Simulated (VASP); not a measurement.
# ZnSe (Fm-3m) in VASP: single point with PBE

Aim: the single point of ZnSe with PBE.

Everything below comes from runs of VASP 6.6.1. Logs are shortened: lines on timing, memory, paths and dates and some standing lists are left out, and cuts for length are marked.

## 1. The cell of the first run

It takes space group Fm-3m (No. 225, cubic). The conventional cell has a = 5.280 Å, b = 5.280 Å, c = 5.280 Å, α = 90.00°, β = 90.00°, γ = 90.00°. Within 3.5 Å of Zn (site symmetry m-3m) lie 6 Se at 2.64 Å. Se (site symmetry m-3m) has 6 Zn at 2.64 Å within 3.5 Å.

## 2. Single point, PBE (volume scaled by 0.950 of the coarse rest volume)

The input, INCAR:

```
ALGO = Normal
EDIFF = 1E-6
ENCUT = 520
GGA = PE
ISIF = 2
ISMEAR = -1
LASPH = True
LCHARG = False
LREAL = False
LWAVE = False
NBANDS = 16
NELM = 60
PREC = Accurate
SIGMA = 0.15
```

The input, KPOINTS:

```
k-points
0
Gamma
  14 14 14
```

The input, POSCAR:

```
ZnSe
1.0
    0.0000000000      2.6399000000      2.6399000000
    2.6399000000      0.0000000000      2.6399000000
    2.6399000000      2.6399000000      0.0000000000
Zn Se
1 1
Direct
    0.0000000000      0.0000000000      0.0000000000
    0.5000000000      0.5000000000      0.5000000000
```

Potentials or basis: VASP PAW PBE potentials, release 64 (Zn, Se).

The run is started by

```console
> cat potpaw_PBE.64/Zn/POTCAR potpaw_PBE.64/Se/POTCAR > POTCAR
> mpirun -np 1 vasp_std > vasp.out
```

OUTCAR:

```text
EDIFF = 1E-6
   ENCUT = 520
   GGA = PE
   ISIF = 2
   ISMEAR = -1
   LASPH = True
   LREAL = False
   NELM = 60
   PREC = Accurate

 ion  position               nearest neighbor table
   1  0.000  0.000  0.000-   2 2.64   2 2.64   2 2.64   2 2.64   2 2.64   2 2.64
   2  0.500  0.500  0.500-   1 2.64   1 2.64   1 2.64   1 2.64   1 2.64   1 2.64

  LATTYP: Found a face centered cubic cell.
 ALAT       =     5.2798000000

  Lattice vectors:

 A1 = (   0.0000000000,   2.6399000000,   2.6399000000)
 A2 = (   2.6399000000,   0.0000000000,   2.6399000000)
 A3 = (   2.6399000000,   2.6399000000,   0.0000000000)

Analysis of symmetry for initial positions (statically):
=====================================================================
 Subroutine PRICEL returns:
 Original cell was already a primitive cell.

 Routine SETGRP: Setting up the symmetry group for a
 face centered cubic supercell.

 Subroutine GETGRP returns: Found 48 space group operations
 (whereof 48 operations were pure point group operations)
 out of a pool of 48 trial point group operations.

The static configuration has the point symmetry O_h .

Analysis of symmetry for dynamics (positions and initial velocities):
=====================================================================
 Subroutine PRICEL returns:
 Original cell was already a primitive cell.

 Routine SETGRP: Setting up the symmetry group for a
 face centered cubic supercell.

 Subroutine GETGRP returns: Found 48 space group operations
 (whereof 48 operations were pure point group operations)
 out of a pool of 48 trial point group operations.

The dynamic configuration has the point symmetry O_h .

 Subroutine INISYM returns: Found 48 space group operations
 (whereof 48 operations are pure point group operations),
 and found     1 'primitive' translations

----------------------------------------------------------------------------------------

                                     Primitive cell

  volume of cell :      36.7953

  direct lattice vectors                    reciprocal lattice vectors
     0.000000000  2.639900000  2.639900000    -0.189401114  0.189401114  0.189401114
     2.639900000  0.000000000  2.639900000     0.189401114 -0.189401114  0.189401114
     2.639900000  2.639900000  0.000000000     0.189401114  0.189401114 -0.189401114

  length of vectors
     3.733382383  3.733382383  3.733382383     0.328052352  0.328052352  0.328052352

  position of ions in fractional coordinates (direct lattice)
[... 72 lines left out ...]
   ICHARG =      2    charge: 1-file 2-atom 10-const
   ISPIN  =      1    spin polarized calculation?
   LNONCOLLINEAR =      F non collinear calculations
   LSORBIT =      F    spin-orbit coupling
   LASPH  =      T    aspherical Exc in radial PAW
   ENCUT  =  520.0 eV  38.22 Ry    6.18 a.u.   6.94  6.94  6.94*2*pi/ulx,y,z
   NELM   =     60;   NELMIN=  2; NELMDL= -5     # of ELM steps
   EDIFF  = 0.1E-05   stopping-criterion for ELM
   LREAL  =      F    real-space projection
   EDIFFG = 0.1E-04   stopping-criterion for IOM
   NSW    =      0    number of steps for IOM
   IBRION =     -1    ionic relax: 0-MD 1-quasi-New 2-CG
   NFREE  =      0    steps in history (QN), initial steepest desc. (CG)
   ISIF   =      2    stress and relaxation
   ISYM   =      2    0-nonsym 1-usesym 2-fastsym
   POTIM  = 0.5000    time-step for ionic-motion
   TEBEG  =    0.0;   TEEND  =   0.0 temperature during run
   PSTRESS=    0.0 pullay stress
   NELECT =      18.0000    total number of electrons
   NUPDOWN=      -1.0000    fix difference up-down
   EMIN   =  10.00;   EMAX   =-10.00  energy-range for DOS
   EFERMI =   0.00;   METHOD = LEGACY
   ISMEAR =    -1;   SIGMA  =   0.15  broadening in eV -4-tet -1-fermi 0-gaus
   EFERMI_NEDOS =   21; number of points for ismear=-14 and -15
   IALGO  =     38    algorithm
   IMIX   =      4    mixing-type and parameters
     AMIX     =   0.40;   BMIX     =  1.00
     AMIX_MAG =   1.60;   BMIX_MAG =  1.00
  volume/ion in A,a.u.               =      18.40       124.15
  Fermi-wavevector in a.u.,A,eV,Ry     =   1.289936  2.437626 22.639211  1.663935
  Thomas-Fermi vector in A             =   2.421798
   LORBIT       =      0    0 simple, 1 ext, 2 COOP (PROOUT), +10 PAW based schemes
   GGA     = PE    functional components
   LHFCALC =     F    Hartree Fock is set to
   AEXX    =    0.0000 exact exchange contribution
   IVDW    =     0    specifies the selected vdW correction
   LEPSILON=     F    determine dielectric tensor
   LRPA    =     F    only Hartree local field effects (RPA)
 non-spin polarized calculation
  energy-cutoff  :      520.00
  volume of cell :       36.80
 maximum number of plane-waves:      1010
   NGX = 13   NGY = 13   NGZ = 13

 number of electron      18.0000007 magnetization

 Free energy of the ion-electron system (eV)
  ---------------------------------------------------
  ext. energy  EPLUGINS =         0.00000000
  ---------------------------------------------------
  free energy    TOTEN  =        -5.41251170 eV

  energy without entropy =       -5.37578335  energy(sigma->0) =       -5.39414753

 E-fermi :   3.6630     XC(G=0): -10.6501

 val. band max:        3.6198150169   @ k =  -0.2143   0.1429   0.0000
 cond. band min:       3.6648099076   @ k =   0.3571   0.3571   0.0000
 fundamental gap:      0.0449948906
 Fermi energy:         3.6630339598

 k-point     1 :       0.0000    0.0000    0.0000
  band No.  band energies     occupation
      1     -10.5792      2.00000
      2      -3.0980      2.00000
      3      -3.0980      2.00000
      4      -3.0784      2.00000
      5      -3.0784      2.00000
      6      -3.0784      2.00000
[... 433 lines left out ...]
      3      -3.1533      2.00000
      4      -3.1433      2.00000
      5      -3.0286      2.00000
      6      -3.0005      2.00000
[... 8 lines left out ...]
     15      15.6302      0.00000
     16      15.7832      0.00000

 [... further k-points ...]
[... 5 lines left out ...]
  --------------------------------------------------------------------------------------
  -------------------------------------------------------------------------------------
  Total        0.9720800      0.9720800      0.9720800      0.0000000      0.0000000     -0.0000000
  in kB       42.3272593     42.3272593     42.3272593      0.0000000      0.0000000     -0.0000000
  external PRESSURE =      42.3272593 kB  Pullay stress =       0.0000000 kB

 VOLUME and BASIS-vectors are now :
 -----------------------------------------------------------------------------
  energy-cutoff  :      520.00
  volume of cell :       36.80
      direct lattice vectors                 reciprocal lattice vectors
     0.000000000  2.639900000  2.639900000    -0.189401114  0.189401114  0.189401114
     2.639900000  0.000000000  2.639900000     0.189401114 -0.189401114  0.189401114
     2.639900000  2.639900000  0.000000000     0.189401114  0.189401114 -0.189401114

 POSITION                                       TOTAL-FORCE (eV/Angst)
 -----------------------------------------------------------------------------------
      0.00000      0.00000      0.00000        -0.000000     -0.000000      0.000000
      2.63990      2.63990      2.63990         0.000000      0.000000      0.000000
 -----------------------------------------------------------------------------------
    total drift:                               -0.000000      0.000000      0.000000

  FREE ENERGIE OF THE ION-ELECTRON SYSTEM (eV)
  ---------------------------------------------------
  free  energy   TOTEN  =        -5.4125117031 eV

  energy  without entropy=       -5.3757833482  energy(sigma->0) =       -5.39414753
```

OSZICAR:

```text
N       E                     dE             d eps       ncg     rms          rms(c)
DAV:   1     0.847545909379E+02    0.84755E+02   -0.89144E+03  3336   0.137E+03
DAV:   2    -0.901963045256E+00   -0.85657E+02   -0.80538E+02  3816   0.256E+02
DAV:   3    -0.570310436326E+01   -0.48011E+01   -0.47759E+01  3944   0.586E+01
DAV:   4    -0.573574057997E+01   -0.32636E-01   -0.32632E-01  4056   0.497E+00
DAV:   5    -0.573586404088E+01   -0.12346E-03   -0.12346E-03  4056   0.298E-01    0.478E+00
DAV:   6    -0.543500846520E+01    0.30086E+00   -0.56186E-01  4560   0.235E+01    0.371E+00
DAV:   7    -0.541424170461E+01    0.20767E-01   -0.12471E-01  3928   0.349E+00    0.162E+00
DAV:   8    -0.541261147439E+01    0.16302E-02   -0.38453E-03  4560   0.754E-01    0.465E-01
DAV:   9    -0.541248582695E+01    0.12565E-03   -0.10202E-03  4208   0.283E-01    0.502E-02
DAV:  10    -0.541251319537E+01   -0.27368E-04   -0.92458E-05  4328   0.994E-02    0.156E-02
DAV:  11    -0.541251161124E+01    0.15841E-05   -0.12857E-05  4760   0.566E-02    0.308E-03
DAV:  12    -0.541251170309E+01   -0.91844E-07   -0.15024E-06  3072   0.983E-03
   1 F= -.54125117E+01 E0= -.53941475E+01  d E =-.367284E-01
```

Run time: 34 s. Hardware: 1 thread of AMD EPYC 9R45 (Zen 5), shared host; peak memory 0.17 GiB.

Results:

```yaml
Free_energy: -5.4125 eV
Pressure: 4.2 GPa
Band_gap_on_the_k_mesh: zero (band 9 reaches 3.62 eV, above the bottom of band 10 at 2.55 eV)
```

Levels at points of the mesh, in eV from the Fermi level:
```csv
k point,band 6,band 7,band 8,band 9,band 10,band 11,band 12,band 13
"(0.00, 0.00, 0.00)",-6.74,-0.60,-0.60,-0.60,0.92,8.51,8.51,8.51
"(0.50, 0.00, 0.00)",-6.62,-5.86,-0.20,-0.20,3.23,4.88,4.88,6.47
"(0.50, 0.50, 0.00)",-6.24,-5.41,-2.69,-2.69,-1.11,4.80,11.52,11.52
```
